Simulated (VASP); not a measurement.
# InO2 (fluorite type) (Fm-3m) in VASP: further runs, part 2 of 2

VASP 6.6.1. Earlier steps stand in the parts before.

## (3) Single point, r2SCAN

Input file POSCAR:

```
InO2
1.0
    0.0000000000      2.5599664894      2.5599664894
    2.5599664894      0.0000000000      2.5599664894
    2.5599664894      2.5599664894      0.0000000000
In O
1 2
Direct
    0.0000000000      0.0000000000      0.0000000000
    0.2500000000      0.2500000000      0.2500000000
    0.7500000000      0.7500000000      0.7500000000
```

Input file INCAR.step1:

```
SYSTEM = InO2
PREC     = Accurate       ! precision mode
ENCUT    = 520            ! plane-wave cutoff, eV
ISMEAR   = -1             ! smearing method
SIGMA    = 0.1            ! smearing width, eV
LREAL    = .False.        ! projectors in reciprocal space
LASPH    = .True.         ! aspherical terms in the spheres
NELM     = 60             ! most SCF steps
NBANDS   = 20             ! bands
GGA      = PE             ! functional
ALGO     = Normal         ! electronic algorithm
EDIFF    = 1E-4           ! SCF threshold, eV
LWAVE    = .True.         ! write WAVECAR
LCHARG   = .False.        ! write CHGCAR
```

Input file INCAR.step2:

```
SYSTEM = InO2
PREC     = Accurate       ! precision mode
ENCUT    = 520            ! plane-wave cutoff, eV
EDIFF    = 1E-6           ! SCF threshold, eV
ISMEAR   = -1             ! smearing method
SIGMA    = 0.1            ! smearing width, eV
LREAL    = .False.        ! projectors in reciprocal space
LASPH    = .True.         ! aspherical terms in the spheres
NELM     = 60             ! most SCF steps
ALGO     = Normal         ! electronic algorithm
ISIF     = 2              ! what is computed and relaxed
LWAVE    = .False.        ! write WAVECAR
LCHARG   = .False.        ! write CHGCAR
METAGGA  = R2SCAN         ! meta-GGA
LMIXTAU  = .True.       
NBANDS   = 20             ! bands
ISTART   = 1
```

Input file KPOINTS:

```
Automatic mesh
0
Gamma
  11 11 11
  0 0 0
```

Potentials or basis: VASP PAW PBE potentials, release 64 (In_d, O).

Launch:

```sh
$ cat potpaw_PBE.64/In_d/POTCAR potpaw_PBE.64/O/POTCAR > POTCAR
$ cp INCAR.step1 INCAR
$ mpirun -np 1 vasp_std > vasp.out
$ cp INCAR.step2 INCAR
$ mpirun -np 1 vasp_std > vasp.out
```

OUTCAR:

```text
SYSTEM = InO2
   PREC = Accurate
   ENCUT = 520
   EDIFF = 1E-6
   ISMEAR = -1
   LREAL = .False.
   LASPH = .True.
   NELM = 60
   ISIF = 2
   METAGGA = R2SCAN
   ISTART = 1

 ion  position               nearest neighbor table
   1  0.000  0.000  0.000-   3 2.22   3 2.22   3 2.22   2 2.22   3 2.22   2 2.22   2 2.22   2 2.22

   2  0.250  0.250  0.250-   1 2.22   1 2.22   1 2.22   1 2.22
   3  0.750  0.750  0.750-   1 2.22   1 2.22   1 2.22   1 2.22

  LATTYP: Found a face centered cubic cell.
[... 745 lines left out ...]

  FORCE on cell =-STRESS in cart. coord.  units (eV):
  Direction    XX          YY          ZZ          XY          YZ          ZX
  --------------------------------------------------------------------------------------
  -------------------------------------------------------------------------------------
  Total        2.1261030      2.1261030      2.1261030      0.0000000      0.0000000     -0.0000000
  in kB      101.5224380    101.5224380    101.5224380      0.0000000      0.0000000     -0.0000000
  external PRESSURE =     101.5224380 kB  Pullay stress =       0.0000000 kB

 VOLUME and BASIS-vectors are now :
 -----------------------------------------------------------------------------
  energy-cutoff  :      520.00
  volume of cell :       33.55
      direct lattice vectors                 reciprocal lattice vectors
     0.000000000  2.559966489  2.559966489    -0.195315057  0.195315057  0.195315057
     2.559966489  0.000000000  2.559966489     0.195315057 -0.195315057  0.195315057
     2.559966489  2.559966489  0.000000000     0.195315057  0.195315057 -0.195315057

 POSITION                                       TOTAL-FORCE (eV/Angst)
 -----------------------------------------------------------------------------------
      0.00000      0.00000      0.00000         0.000000      0.000000     -0.000000
      1.27998      1.27998      1.27998         0.000000      0.000000      0.000000
      3.83995      3.83995      3.83995        -0.000000     -0.000000     -0.000000
 -----------------------------------------------------------------------------------
    total drift:                                0.000000     -0.000000      0.000000

  FREE ENERGIE OF THE ION-ELECTRON SYSTEM (eV)
  ---------------------------------------------------
  free  energy   TOTEN  =       -37.7153289480 eV

  energy  without entropy=      -37.6144530375  energy(sigma->0) =      -37.66489099
```

OUTCAR.step1:

```text
SYSTEM = InO2
   PREC = Accurate
   ENCUT = 520
   ISMEAR = -1
   LREAL = .False.
   LASPH = .True.
   NELM = 60
[... 775 lines left out ...]
      0.00000      0.00000      0.00000        -0.000000     -0.000000     -0.000000
      1.27998      1.27998      1.27998         0.000000     -0.000000      0.000000
      3.83995      3.83995      3.83995        -0.000000      0.000000     -0.000000
 -----------------------------------------------------------------------------------
    total drift:                                0.000000     -0.000000      0.000000

  FREE ENERGIE OF THE ION-ELECTRON SYSTEM (eV)
  ---------------------------------------------------
  free  energy   TOTEN  =       -15.0291597553 eV

  energy  without entropy=      -14.9257747511  energy(sigma->0) =      -14.97746725
```

OSZICAR.step1:

```text
N       E                     dE             d eps       ncg     rms          rms(c)
DAV:   1     0.232405963878E+03    0.23241E+03   -0.12626E+04  2340   0.168E+03
DAV:   2     0.432844053026E+01   -0.22808E+03   -0.21668E+03  2404   0.427E+02
DAV:   3    -0.163649445798E+02   -0.20693E+02   -0.20223E+02  2588   0.123E+02
DAV:   4    -0.169410618744E+02   -0.57612E+00   -0.57464E+00  2556   0.203E+01
DAV:   5    -0.169603001880E+02   -0.19238E-01   -0.19236E-01  2996   0.370E+00    0.103E+01
DAV:   6    -0.150309087334E+02    0.19294E+01   -0.56904E+00  3384   0.390E+01    0.596E+00
DAV:   7    -0.150368578741E+02   -0.59491E-02   -0.35244E-01  2432   0.496E+00    0.192E+00
DAV:   8    -0.150285795496E+02    0.82783E-02   -0.17234E-02  2560   0.151E+00    0.637E-01
DAV:   9    -0.150287765012E+02   -0.19695E-03   -0.40492E-03  2876   0.106E+00    0.867E-02
DAV:  10    -0.150291214313E+02   -0.34493E-03   -0.62174E-04  2512   0.209E-01    0.457E-02
DAV:  11    -0.150291597553E+02   -0.38324E-04   -0.38605E-05  2016   0.453E-02
   1 F= -.15029160E+02 E0= -.14977467E+02  d E =-.103385E+00
```

It took 6.6 min on 1 thread of Intel Xeon 8259CL, shared host; peak memory 0.19 GiB.

Results:

```
Free energy : -37.7153 eV
Pressure    : 10.2 GPa
```

Levels at points of the mesh, in eV from the Fermi level:
```csv
k point,band 9,band 10,band 11,band 12,band 13,band 14,band 15,band 16,band 17,band 18
"(0.00, 0.00, 0.00)",-1.83,-1.83,-0.83,-0.83,-0.83,3.32,10.49,10.49,10.49,15.97
```

Caveat: the PAW data sets were made with another functional, which shifts forces and pressure a little; spin-orbit coupling is left out, which moves the levels of the heavy elements; an odd number of electrons without spin polarisation forces a metal; a magnetic or distorted state may lie lower.
